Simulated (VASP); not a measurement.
# CdS (Greenockite) (P1) in VASP: notebook

CdS (Greenockite) is run at these levels: PBE; tasks: single point.

Program: VASP 6.6.1. These are calculated values, not measurements. Logs are shortened: lines on timing, memory, paths and dates and some standing lists are left out, and cuts for length are marked.

### Step 1. The cell of the first run

The typed cell holds 4 atoms: a = 4.147 Å, b = 4.180 Å, c = 6.700 Å, α = 89.57°, β = 89.76°, γ = 120.79°.

### Step 2. Single point, PBE

Contents of INCAR:

```
  PREC = Accurate
  ENCUT = 500
  EDIFF = 1E-6
  ISMEAR = 0
  SIGMA = 0.01
  LREAL = False
  LASPH = True
  NELM = 120
  ALGO = Normal
  ISIF = 2
  LWAVE = False
  LCHARG = False
  GGA = PE
  NBANDS = 26
  GGA_COMPAT = False
```

Contents of KPOINTS:

```
Automatic mesh
0
Gamma
  4 4 2
```

Contents of POSCAR:

```
CdS
1.0
    4.1465700000     -0.0383400000      0.0088800000
   -2.1064900000      3.6102900000      0.0157900000
    0.0144200000      0.0379300000      6.6997500000
Cd S
2 2
Direct
    0.3356000000      0.6513100000      0.0098000000
    0.6348240728      0.3247060104      0.4968733755
    0.3943400000      0.6938500000      0.3849000000
    0.6800500000      0.3472600000      0.8919100000
```

Potentials or basis: VASP PAW PBE potentials, release 64 (Cd, S).

The run is started by

```
> cat potpaw_PBE.64/Cd/POTCAR potpaw_PBE.64/S/POTCAR > POTCAR
> mpirun -np 1 vasp_std > vasp.out
```

OUTCAR:

```text
PREC = Accurate
   ENCUT = 500
   EDIFF = 1E-6
   ISMEAR = 0
   LREAL = False
   LASPH = True
   NELM = 120
   ISIF = 2
   GGA = PE

 ion  position               nearest neighbor table
   1  0.336  0.651  0.010-   4 2.47   4 2.48   3 2.52   4 2.61
   2  0.635  0.325  0.497-   3 2.35   3 2.42   4 2.65   3 2.80
   3  0.394  0.694  0.385-   2 2.35   2 2.42   1 2.52   2 2.80
   4  0.680  0.347  0.892-   1 2.47   1 2.48   1 2.61   2 2.65

  LATTYP: Found a triclinic cell.
 ALAT       =     4.1135582915
 B/A-ratio  =     1.0080704976
 C/A-ratio  =     1.6287292925
 COS(alpha) =     0.0042412329
 COS(beta)  =     0.0119804443
 COS(gamma) =     0.4879025278

  Lattice vectors:

 A1 = (  -2.0400800000,  -3.5719500000,  -0.0246700000)
 A2 = (  -4.1465700000,   0.0383400000,  -0.0088800000)
 A3 = (  -0.0144200000,  -0.0379300000,  -6.6997500000)

Analysis of symmetry for initial positions (statically):
=====================================================================
 Subroutine PRICEL returns:
 Original cell was already a primitive cell.

 Routine SETGRP: Setting up the symmetry group for a
 triclinic supercell.

 Subroutine GETGRP returns: Found  1 space group operations
 (whereof  1 operations were pure point group operations)
 out of a pool of  2 trial point group operations.

The static configuration has the point symmetry C_1 .

Analysis of symmetry for dynamics (positions and initial velocities):
=====================================================================
 Subroutine PRICEL returns:
 Original cell was already a primitive cell.

 Routine SETGRP: Setting up the symmetry group for a
 triclinic supercell.

 Subroutine GETGRP returns: Found  1 space group operations
 (whereof  1 operations were pure point group operations)
 out of a pool of  2 trial point group operations.

The dynamic configuration has the point symmetry C_1 .

 Subroutine INISYM returns: Found  1 space group operations
 (whereof  1 operations are pure point group operations),
 and found     1 'primitive' translations

----------------------------------------------------------------------------------------

                                     Primitive cell
[... 84 lines left out ...]
   ISPIN  =      1    spin polarized calculation?
   LNONCOLLINEAR =      F non collinear calculations
   LSORBIT =      F    spin-orbit coupling
   LASPH  =      T    aspherical Exc in radial PAW
   ENCUT  =  500.0 eV  36.75 Ry    6.06 a.u.   7.56  7.62 12.22*2*pi/ulx,y,z
   NELM   =    120;   NELMIN=  2; NELMDL= -5     # of ELM steps
   EDIFF  = 0.1E-05   stopping-criterion for ELM
   LREAL  =      F    real-space projection
   EDIFFG = 0.1E-04   stopping-criterion for IOM
   NSW    =      0    number of steps for IOM
   IBRION =     -1    ionic relax: 0-MD 1-quasi-New 2-CG
   NFREE  =      0    steps in history (QN), initial steepest desc. (CG)
   ISIF   =      2    stress and relaxation
   ISYM   =      2    0-nonsym 1-usesym 2-fastsym
   POTIM  = 0.5000    time-step for ionic-motion
   TEBEG  =    0.0;   TEEND  =   0.0 temperature during run
   PSTRESS=    0.0 pullay stress
   NELECT =      36.0000    total number of electrons
   NUPDOWN=      -1.0000    fix difference up-down
   EMIN   =  10.00;   EMAX   =-10.00  energy-range for DOS
   EFERMI =   0.00;   METHOD = LEGACY
   ISMEAR =     0;   SIGMA  =   0.01  broadening in eV -4-tet -1-fermi 0-gaus
   EFERMI_NEDOS =   21; number of points for ismear=-14 and -15
   IALGO  =     38    algorithm
   IMIX   =      4    mixing-type and parameters
     AMIX     =   0.40;   BMIX     =  1.00
     AMIX_MAG =   1.60;   BMIX_MAG =  1.00
  volume/ion in A,a.u.               =      24.94       168.29
  Fermi-wavevector in a.u.,A,eV,Ry     =   1.165559  2.202587 18.483886  1.358527
  Thomas-Fermi vector in A             =   2.302083
   LORBIT       =      0    0 simple, 1 ext, 2 COOP (PROOUT), +10 PAW based schemes
   GGA     = PE    functional components
   LHFCALC =     F    Hartree Fock is set to
   AEXX    =    0.0000 exact exchange contribution
   IVDW    =     0    specifies the selected vdW correction
   LEPSILON=     F    determine dielectric tensor
   LRPA    =     F    only Hartree local field effects (RPA)
 non-spin polarized calculation
 Gauss-broadening in eV      SIGMA  =   0.01
  energy-cutoff  :      500.00
  volume of cell :       99.75
 maximum number of plane-waves:      2553
   NGX = 15   NGY = 15   NGZ = 25

 number of electron      35.9999998 magnetization

 Free energy of the ion-electron system (eV)
  ---------------------------------------------------
  ext. energy  EPLUGINS =         0.00000000
  ---------------------------------------------------
  free energy    TOTEN  =       -11.94838948 eV

  energy without entropy =      -11.94838948  energy(sigma->0) =      -11.94838948

 E-fermi :   1.3672     XC(G=0):  -9.1144

 val. band max:        1.2958283865   @ k =   0.0000   0.0000   0.0000
 cond. band min:       2.5317020434   @ k =   0.0000   0.0000   0.0000
 fundamental gap:      1.2358736569
 Fermi energy:         1.3671515288

 k-point     1 :       0.0000    0.0000    0.0000
  band No.  band energies     occupation
      1     -11.2157      2.00000
      2     -10.6208      2.00000
      3      -6.7174      2.00000
      4      -6.5381      2.00000
      5      -6.3862      2.00000
      6      -6.3624      2.00000
[... 569 lines left out ...]
     25       9.8957      0.00000
     26      10.0601      0.00000

------------------------ aborting loop because EDIFF is reached ----------------------------------------

  FORCE on cell =-STRESS in cart. coord.  units (eV):
  Direction    XX          YY          ZZ          XY          YZ          ZX
  --------------------------------------------------------------------------------------
  -------------------------------------------------------------------------------------
  Total        3.0830145      3.0684946      1.4775448     -1.7294433      0.2851445      0.8149874
  in kB       49.5178426     49.2846313     23.7315884    -27.7774562      4.5798491     13.0899217
  external PRESSURE =      40.8446874 kB  Pullay stress =       0.0000000 kB

 VOLUME and BASIS-vectors are now :
 -----------------------------------------------------------------------------
  energy-cutoff  :      500.00
  volume of cell :       99.75
      direct lattice vectors                 reciprocal lattice vectors
     4.146570000 -0.038340000  0.008880000     0.242474180  0.141481799 -0.001322868
    -2.106490000  3.610290000  0.015790000     0.002578430  0.278497412 -0.001582236
     0.014420000  0.037930000  6.699750000    -0.000327458 -0.000843887  0.149264783

 POSITION                                       TOTAL-FORCE (eV/Angst)
 -----------------------------------------------------------------------------------
      0.01975      2.33892      0.07892        -0.002749      0.457384     -0.101450
      1.95552      1.16679      3.33969         1.249410      0.101622      0.880578
      0.17912      2.50448      2.59319        -1.263857     -0.087875     -0.250923
      2.10124      1.26147      5.98710         0.017197     -0.471131     -0.528204
 -----------------------------------------------------------------------------------
    total drift:                               -0.000229      0.000118      0.000106

  FREE ENERGIE OF THE ION-ELECTRON SYSTEM (eV)
  ---------------------------------------------------
  free  energy   TOTEN  =       -11.9483894787 eV

  energy  without entropy=      -11.9483894787  energy(sigma->0) =      -11.94838948
```

OSZICAR:

```text
N       E                     dE             d eps       ncg     rms          rms(c)
DAV:   1     0.241433802984E+03    0.24143E+03   -0.17126E+04  1040   0.123E+03
DAV:   2    -0.823010287240E-02   -0.24144E+03   -0.23394E+03  1160   0.314E+02
DAV:   3    -0.129721692526E+02   -0.12964E+02   -0.12893E+02  1258   0.730E+01
DAV:   4    -0.131055903751E+02   -0.13342E+00   -0.13329E+00  1154   0.715E+00
DAV:   5    -0.131077198487E+02   -0.21295E-02   -0.21293E-02  1232   0.897E-01    0.120E+01
DAV:   6    -0.119764264287E+02    0.11313E+01   -0.20014E+00  1380   0.149E+01    0.928E+00
DAV:   7    -0.119543162980E+02    0.22110E-01   -0.84583E-01  1096   0.498E+00    0.408E+00
DAV:   8    -0.119494893671E+02    0.48269E-02   -0.11112E-01  1174   0.335E+00    0.627E-01
DAV:   9    -0.119480704892E+02    0.14189E-02   -0.17590E-02  1162   0.169E+00    0.197E-01
DAV:  10    -0.119482307811E+02   -0.16029E-03   -0.15357E-03  1128   0.401E-01    0.121E-01
DAV:  11    -0.119483542063E+02   -0.12343E-03   -0.27465E-04  1186   0.116E-01    0.914E-02
DAV:  12    -0.119483813973E+02   -0.27191E-04   -0.12866E-04  1066   0.735E-02    0.150E-02
DAV:  13    -0.119483888326E+02   -0.74353E-05   -0.17814E-05  1204   0.283E-02    0.477E-03
DAV:  14    -0.119483894787E+02   -0.64607E-06   -0.19010E-06   936   0.142E-02
   1 F= -.11948389E+02 E0= -.11948389E+02  d E =-.142481E-25
```

stdout:

```text
POSCAR found type information on POSCAR CdS
 POSCAR found :  2 types and       4 ions
 scaLAPACK will be used
 LDA part: xc-table for (Slater+PW92), standard interpolation
 POSCAR, INCAR and KPOINTS ok, starting setup
 FFT: planning ... GRIDC
 FFT: planning ... GRID_SOFT
 FFT: planning ... GRID
 WAVECAR not read
 entering main loop
```

It took 74 s on 1 thread of AMD EPYC 7R13, shared host; peak memory 0.18 GiB.

What came out:

```
Free energy            : -11.9484 eV
Pressure               : 4.1 GPa
Largest force          : 1.532 eV/Å
Band gap on the k mesh : 1.24 eV, direct
```

Forces in eV/Å, atoms in the order of the input:
```
Cd  -0.003  0.457 -0.101
Cd   1.249  0.102  0.881
S   -1.264 -0.088 -0.251
S    0.017 -0.471 -0.528
```

Levels at points of the mesh, in eV from the valence-band top:
| k point | band 16 | band 17 | band 18 | band 19 | band 20 | band 21 |
| --- | --- | --- | --- | --- | --- | --- |
| (0.00, 0.00, 0.00) | -0.08 | -0.02 | 0.00 | 1.24 | 2.70 | 6.40 |
| (0.50, 0.00, 0.00) | -2.01 | -0.99 | -0.85 | 3.16 | 3.79 | 4.80 |
| (0.00, 0.50, 0.00) | -1.81 | -1.30 | -0.73 | 3.71 | 3.75 | 5.10 |
| (0.50, 0.50, 0.00) | -1.74 | -1.52 | -0.72 | 3.89 | 4.04 | 5.25 |
| (0.00, 0.00, 0.50) | -0.46 | -0.27 | -0.15 | 2.76 | 2.90 | 5.92 |
| (0.50, 0.00, 0.50) | -1.43 | -1.32 | -1.17 | 3.15 | 3.81 | 4.83 |
| (0.00, 0.50, 0.50) | -1.38 | -1.16 | -1.04 | 3.27 | 3.58 | 5.11 |
| (0.50, 0.50, 0.50) | -1.37 | -1.16 | -1.02 | 3.39 | 3.60 | 5.31 |

Caveat: the k points lie up to 0.47 Å⁻¹ apart; forces of over 1 eV/Å act on the atoms, so gaps and moduli don't describe the material at rest.

(Continued in part 2 of 2.)
